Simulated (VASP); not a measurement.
# SiC3 (Pm-3m) in VASP: a series of runs

The runs below take SiC3 through single point, with PBE.

Program: VASP 6.6.1. These are calculated values, not measurements. Logs are shortened: lines on timing, memory, paths and dates and some standing lists are left out, and cuts for length are marked.

**1. The cell of the first run**

It takes space group Pm-3m (No. 221, cubic). Conventional cell: a = 3.728 Å, b = 3.728 Å, c = 3.728 Å, α = 90.00°, β = 90.00°, γ = 90.00°. Within 2.5 Å of Si (site symmetry m-3m) lie 6 C at 1.86 Å. C (site symmetry 4/mmm) has 2 Si at 1.86 Å within 2.5 Å.

The cell was built from a structure type or drawn by symmetry, and may not be a known phase.

**2. Single point, PBE**

The input, INCAR:

```
ALGO     = Normal         # electronic algorithm
EDIFF    = 1E-6           # SCF threshold, eV
ENCUT    = 600            # plane-wave cutoff, eV
GGA      = PE             # functional
GGA_COMPAT= F            
ISIF     = 2              # what is computed and relaxed
ISMEAR   = 0              # smearing method
LASPH    = T              # aspherical terms in the spheres
LCHARG   = F              # write CHGCAR
LREAL    = F              # projectors in reciprocal space
LWAVE    = F              # write WAVECAR
NBANDS   = 16             # bands
NELM     = 120            # most SCF steps
PREC     = Accurate       # precision mode
SIGMA    = 0.2            # smearing width, eV
```

The input, KPOINTS:

```
k-points
0
Gamma
  5 5 5
```

The input, POSCAR:

```
SiC3
1.0
    3.7283333737      0.0000000000      0.0000000000
    0.0000000000      3.7283333737      0.0000000000
    0.0000000000      0.0000000000      3.7283333737
Si C
1 3
Direct
    0.0000000000      0.0000000000      0.0000000000
    0.5000000000      0.0000000000      0.0000000000
    0.0000000000      0.5000000000      0.0000000000
    0.0000000000      0.0000000000      0.5000000000
```

Potentials or basis: VASP PAW PBE potentials, release 64 (Si, C).

Launch:

```sh
cat potpaw_PBE.64/Si/POTCAR potpaw_PBE.64/C/POTCAR > POTCAR
mpirun -np 1 vasp_std > vasp.out
```

OUTCAR:

```text
EDIFF = 1E-6
   ENCUT = 600
   GGA = PE
   ISIF = 2
   ISMEAR = 0
   LASPH = T
   LREAL = F
   NELM = 120
   PREC = Accurate

 ion  position               nearest neighbor table
   1  0.000  0.000  0.000-   2 1.86   3 1.86   4 1.86   4 1.86   3 1.86   2 1.86
   2  0.500  0.000  0.000-   1 1.86   1 1.86
   3  0.000  0.500  0.000-   1 1.86   1 1.86
   4  0.000  0.000  0.500-   1 1.86   1 1.86

  LATTYP: Found a simple cubic cell.
 ALAT       =     3.7283333737

  Lattice vectors:

 A1 = (   3.7283333737,   0.0000000000,   0.0000000000)
 A2 = (   0.0000000000,   3.7283333737,   0.0000000000)
 A3 = (   0.0000000000,   0.0000000000,   3.7283333737)

Analysis of symmetry for initial positions (statically):
=====================================================================
 Subroutine PRICEL returns:
 Original cell was already a primitive cell.

 Routine SETGRP: Setting up the symmetry group for a
 simple cubic supercell.

 Subroutine GETGRP returns: Found 48 space group operations
 (whereof 48 operations were pure point group operations)
 out of a pool of 48 trial point group operations.

The static configuration has the point symmetry O_h .

Analysis of symmetry for dynamics (positions and initial velocities):
=====================================================================
 Subroutine PRICEL returns:
 Original cell was already a primitive cell.

 Routine SETGRP: Setting up the symmetry group for a
 simple cubic supercell.

 Subroutine GETGRP returns: Found 48 space group operations
 (whereof 48 operations were pure point group operations)
 out of a pool of 48 trial point group operations.

The dynamic configuration has the point symmetry O_h .

 Subroutine INISYM returns: Found 48 space group operations
 (whereof 48 operations are pure point group operations),
 and found     1 'primitive' translations

----------------------------------------------------------------------------------------

                                     Primitive cell

  volume of cell :      51.8256

  direct lattice vectors                    reciprocal lattice vectors
     3.728333374  0.000000000  0.000000000     0.268216358  0.000000000  0.000000000
     0.000000000  3.728333374  0.000000000     0.000000000  0.268216358  0.000000000
     0.000000000  0.000000000  3.728333374     0.000000000  0.000000000  0.268216358

  length of vectors
     3.728333374  3.728333374  3.728333374     0.268216358  0.268216358  0.268216358

  position of ions in fractional coordinates (direct lattice)
     0.000000000  0.000000000  0.000000000
     0.500000000  0.000000000  0.000000000
     0.000000000  0.500000000  0.000000000
     0.000000000  0.000000000  0.500000000

  ion indices of the primitive-cell ions
   primitive index   ion index
                 1           1
                 2           2
                 3           3
                 4           4

----------------------------------------------------------------------------------------

 KPOINTS: k-points

Automatic generation of k-mesh.
 Grid dimensions read from file:
 generate k-points for:    5    5    5

 Generating k-lattice:

  Cartesian coordinates                     Fractional coordinates (reciprocal lattice)
     0.053643272  0.000000000  0.000000000     0.200000000  0.000000000  0.000000000
     0.000000000  0.053643272  0.000000000     0.000000000  0.200000000  0.000000000
     0.000000000  0.000000000  0.053643272     0.000000000  0.000000000  0.200000000

  Length of vectors
     0.053643272  0.053643272  0.053643272

  Shift w.r.t. Gamma in fractional coordinates (k-lattice)
     0.000000000  0.000000000  0.000000000

 Subroutine IBZKPT returns following result:
 ===========================================

 Found     10 irreducible k-points:

 Following reciprocal coordinates:
            Coordinates               Weight
  0.000000  0.000000  0.000000      1.000000
  0.200000  0.000000  0.000000      6.000000
  0.400000  0.000000  0.000000      6.000000
  0.200000  0.200000  0.000000     12.000000
  0.400000  0.200000  0.000000     24.000000
  0.400000  0.400000  0.000000     12.000000
  0.200000  0.200000  0.200000      8.000000
  0.400000  0.200000  0.200000     24.000000
  0.400000  0.400000  0.200000     24.000000
  0.400000  0.400000  0.400000      8.000000
   k-points           NKPTS =     10   k-points in BZ     NKDIM =     10   number of bands    NBANDS=     16
   number of dos      NEDOS =    301   number of ions     NIONS =      4
   total plane-waves  NPLWV =  27000
   dimension x,y,z NGX =    30 NGY =   30 NGZ =   30
   dimension x,y,z NGXF=    60 NGYF=   60 NGZF=   60
   ions per type =               1   3
   NGX,Y,Z   is equivalent  to a cutoff of  13.38, 13.38, 13.38 a.u.
   NGXF,Y,Z  is equivalent  to a cutoff of  26.75, 26.75, 26.75 a.u.
 SYSTEM =  unknown system
   PREC   = accura    normal or accurate (medium, high low for compatibility)
   ISTART =      0    job   : 0-new  1-cont  2-samecut
   ICHARG =      2    charge: 1-file 2-atom 10-const
   ISPIN  =      1    spin polarized calculation?
   LNONCOLLINEAR =      F non collinear calculations
   LSORBIT =      F    spin-orbit coupling
   LASPH  =      T    aspherical Exc in radial PAW
   ENCUT  =  600.0 eV  44.10 Ry    6.64 a.u.   7.45  7.45  7.45*2*pi/ulx,y,z
   NELM   =    120;   NELMIN=  2; NELMDL= -5     # of ELM steps
   EDIFF  = 0.1E-05   stopping-criterion for ELM
   LREAL  =      F    real-space projection
   EDIFFG = 0.1E-04   stopping-criterion for IOM
   NSW    =      0    number of steps for IOM
   IBRION =     -1    ionic relax: 0-MD 1-quasi-New 2-CG
   NFREE  =      0    steps in history (QN), initial steepest desc. (CG)
   ISIF   =      2    stress and relaxation
   ISYM   =      2    0-nonsym 1-usesym 2-fastsym
   POTIM  = 0.5000    time-step for ionic-motion
   TEBEG  =    0.0;   TEEND  =   0.0 temperature during run
   PSTRESS=    0.0 pullay stress
   NELECT =      16.0000    total number of electrons
   NUPDOWN=      -1.0000    fix difference up-down
   EMIN   =  10.00;   EMAX   =-10.00  energy-range for DOS
   EFERMI =   0.00;   METHOD = LEGACY
   ISMEAR =     0;   SIGMA  =   0.20  broadening in eV -4-tet -1-fermi 0-gaus
   EFERMI_NEDOS =   21; number of points for ismear=-14 and -15
   IALGO  =     38    algorithm
   IMIX   =      4    mixing-type and parameters
     AMIX     =   0.40;   BMIX     =  1.00
     AMIX_MAG =   1.60;   BMIX_MAG =  1.00
  volume/ion in A,a.u.               =      12.96        87.43
  Fermi-wavevector in a.u.,A,eV,Ry     =   1.106454  2.090895 16.656807  1.224241
  Thomas-Fermi vector in A             =   2.242955
   LORBIT       =      0    0 simple, 1 ext, 2 COOP (PROOUT), +10 PAW based schemes
   GGA     = PE    functional components
   LHFCALC =     F    Hartree Fock is set to
   AEXX    =    0.0000 exact exchange contribution
   IVDW    =     0    specifies the selected vdW correction
   LEPSILON=     F    determine dielectric tensor
   LRPA    =     F    only Hartree local field effects (RPA)
 non-spin polarized calculation
 Gauss-broadening in eV      SIGMA  =   0.20
  energy-cutoff  :      600.00
  volume of cell :       51.83
 maximum number of plane-waves:      1763
 NGX is ok and might be reduce to    30
   NGX = 15   NGY = 15   NGZ = 15

 number of electron      16.0000001 magnetization

 Free energy of the ion-electron system (eV)
  ---------------------------------------------------
  ext. energy  EPLUGINS =         0.00000000
  ---------------------------------------------------
  free energy    TOTEN  =       -22.10872275 eV

  energy without entropy =      -22.01993965  energy(sigma->0) =      -22.06433120

 E-fermi :   3.1303     XC(G=0):  -9.5991

 val. band max:        3.0845604133   @ k =   0.4000   0.4000   0.4000
 cond. band min:       3.1363503316   @ k =   0.4000   0.2000   0.0000
 fundamental gap:      0.0517899183
 Fermi energy:         3.1302824482

 k-point     1 :       0.0000    0.0000    0.0000
  band No.  band energies     occupation
      1     -11.4896      2.00000
      2      -4.4474      2.00000
      3      -4.4474      2.00000
      4      -2.4508      2.00000
      5      -2.4507      2.00000
      6      -2.4507      2.00000
[... 8 lines left out ...]
     15      13.6519      0.00000
     16      13.6519      0.00000

 k-point     2 :       0.2000    0.0000    0.0000
  band No.  band energies     occupation
      1     -11.2181      2.00000
      2      -5.8653      2.00000
      3      -4.3860      2.00000
      4      -2.2613      2.00000
      5      -2.2613      2.00000
      6      -1.1648      2.00000
[... 8 lines left out ...]
     15      14.5121      0.00000
     16      15.0076      0.00000

 k-point     3 :       0.4000    0.0000    0.0000
  band No.  band energies     occupation
      1     -10.5914      2.00000
      2      -7.4768      2.00000
      3      -4.2818      2.00000
      4      -1.8908      2.00000
      5      -1.8907      2.00000
      6       0.2399      2.00000
[... 8 lines left out ...]
     15      14.1773      0.00000
     16      16.2488      0.00000

 k-point     4 :       0.2000    0.2000    0.0000
  band No.  band energies     occupation
      1     -10.9427      2.00000
      2      -6.0170      2.00000
      3      -5.3504      2.00000
      4      -2.0687      2.00000
      5      -2.0609      2.00000
      6      -0.0762      2.00000
[... 8 lines left out ...]
     15      14.9047      0.00000
     16      15.4770      0.00000
[... 58 lines left out ...]
 k-point     8 :       0.4000    0.2000    0.2000
  band No.  band energies     occupation
      1     -10.0027      2.00000
      2      -7.2190      2.00000
      3      -5.7050      2.00000
      4      -3.5346      2.00000
      5       0.3142      2.00000
      6       1.2420      2.00000
[... 8 lines left out ...]
     15      15.5873      0.00000
     16      15.7784      0.00000

 k-point     9 :       0.4000    0.4000    0.2000
  band No.  band energies     occupation
      1      -9.2631      2.00000
      2      -7.0683      2.00000
      3      -6.8031      2.00000
      4      -3.9102      2.00000
      5      -0.0224      2.00000
      6       1.1256      2.00000
[... 8 lines left out ...]
     15      15.1196      0.00000
     16      16.4485      0.00000

 k-point    10 :       0.4000    0.4000    0.4000
  band No.  band energies     occupation
      1      -8.4274      2.00000
      2      -6.8396      2.00000
      3      -6.8396      2.00000
      4      -5.6254      2.00000
      5       0.1456      2.00000
      6       0.1513      2.00000
[... 8 lines left out ...]
     15      14.9648      0.00000
     16      14.9648      0.00000

------------------------ aborting loop because EDIFF is reached ----------------------------------------

  FORCE on cell =-STRESS in cart. coord.  units (eV):
  Direction    XX          YY          ZZ          XY          YZ          ZX
  --------------------------------------------------------------------------------------
  -------------------------------------------------------------------------------------
  Total       -0.1026983     -0.1026983     -0.1026983     -0.0000000     -0.0000000      0.0000000
  in kB       -3.1748980     -3.1748980     -3.1748980     -0.0000000     -0.0000000      0.0000000
  external PRESSURE =      -3.1748980 kB  Pullay stress =       0.0000000 kB

 VOLUME and BASIS-vectors are now :
 -----------------------------------------------------------------------------
  energy-cutoff  :      600.00
  volume of cell :       51.83
      direct lattice vectors                 reciprocal lattice vectors
     3.728333374  0.000000000  0.000000000     0.268216358  0.000000000  0.000000000
     0.000000000  3.728333374  0.000000000     0.000000000  0.268216358  0.000000000
     0.000000000  0.000000000  3.728333374     0.000000000  0.000000000  0.268216358

 POSITION                                       TOTAL-FORCE (eV/Angst)
 -----------------------------------------------------------------------------------
      0.00000      0.00000      0.00000         0.000000      0.000000      0.000000
      1.86417      0.00000      0.00000         0.000000      0.000000      0.000000
      0.00000      1.86417      0.00000         0.000000      0.000000      0.000000
      0.00000      0.00000      1.86417         0.000000      0.000000      0.000000
 -----------------------------------------------------------------------------------
    total drift:                                0.000000      0.000000      0.000000

  FREE ENERGIE OF THE ION-ELECTRON SYSTEM (eV)
  ---------------------------------------------------
  free  energy   TOTEN  =       -22.1087227469 eV

  energy  without entropy=      -22.0199396518  energy(sigma->0) =      -22.06433120
```

Wall time 6.6 s (1 thread of Intel Xeon Platinum 8488C (Sapphire Rapids), shared host); peak memory 0.16 GiB.

Results:

```
Free energy            : -22.1087 eV
Pressure               : -0.3 GPa
Band gap on the k mesh : zero (bands 8 and 9 overlap by 2.04 eV)
```

**3. Single point, PBE**

This run uses another cell than the first one, of 8.31 Å³/atom.

The input, INCAR:

```
SYSTEM = SiC3
PREC     = Accurate       ! precision mode
ENCUT    = 600            ! plane-wave cutoff, eV
EDIFF    = 1E-6           ! SCF threshold, eV
ISMEAR   = 0              ! smearing method
SIGMA    = 0.2            ! smearing width, eV
LREAL    = .False.        ! projectors in reciprocal space
LASPH    = .True.         ! aspherical terms in the spheres
NELM     = 120            ! most SCF steps
ALGO     = Normal         ! electronic algorithm
ISIF     = 2              ! what is computed and relaxed
LWAVE    = .False.        ! write WAVECAR
LCHARG   = .False.        ! write CHGCAR
GGA      = PE             ! functional
NBANDS   = 16             ! bands
GGA_COMPAT= .False.
```

The input, KPOINTS:

```
regular mesh
0
Gamma
  6 6 6
  0 0 0
```

The input, POSCAR:

```
SiC3
1.0
    3.2147343815      0.0000000000      0.0000000000
    0.0000000000      3.2147343815      0.0000000000
    0.0000000000      0.0000000000      3.2147343815
Si C
1 3
Direct
    0.0000000000      0.0000000000      0.0000000000
    0.5000000000      0.5000000000      0.0000000000
    0.0000000000      0.5000000000      0.5000000000
    0.5000000000      0.0000000000      0.5000000000
```

Potentials or basis: VASP PAW PBE potentials, release 64 (Si, C).

Launch:

```sh
cat potpaw_PBE.64/Si/POTCAR potpaw_PBE.64/C/POTCAR > POTCAR
mpirun -np 1 vasp_std > vasp.out
```

Run time: 7.3 s. Hardware: 1 thread of Intel Xeon Platinum 8488C (Sapphire Rapids), shared host; peak memory 0.15 GiB.

Results (log left out):

| Item | Value |
| --- | --- |
| Free energy | -20.4867 eV |
| Pressure | -0.3 GPa |
| Band gap on the k mesh | zero (bands 8 and 9 overlap by 3.36 eV) |

Levels at points of the mesh, in eV from the Fermi level:
| k point | band 4 | band 5 | band 6 | band 7 | band 8 | band 9 | band 10 | band 11 | band 12 | band 13 |
| --- | --- | --- | --- | --- | --- | --- | --- | --- | --- | --- |
| (0.00, 0.00, 0.00) | -6.70 | -6.70 | -6.70 | -1.62 | 1.07 | 1.07 | 1.07 | 3.46 | 3.46 | 3.46 |
| (0.50, 0.00, 0.00) | -4.18 | -4.18 | -3.24 | -3.24 | -2.42 | -2.30 | -0.04 | 3.49 | 3.49 | 5.72 |
| (0.50, 0.50, 0.00) | -10.93 | -1.83 | -1.83 | -1.23 | -0.92 | -0.92 | -0.75 | 2.41 | 2.72 | 4.41 |
| (0.50, 0.50, 0.50) | -8.79 | -8.79 | -8.79 | -8.10 | -5.74 | 4.79 | 4.79 | 4.79 | 5.30 | 5.30 |
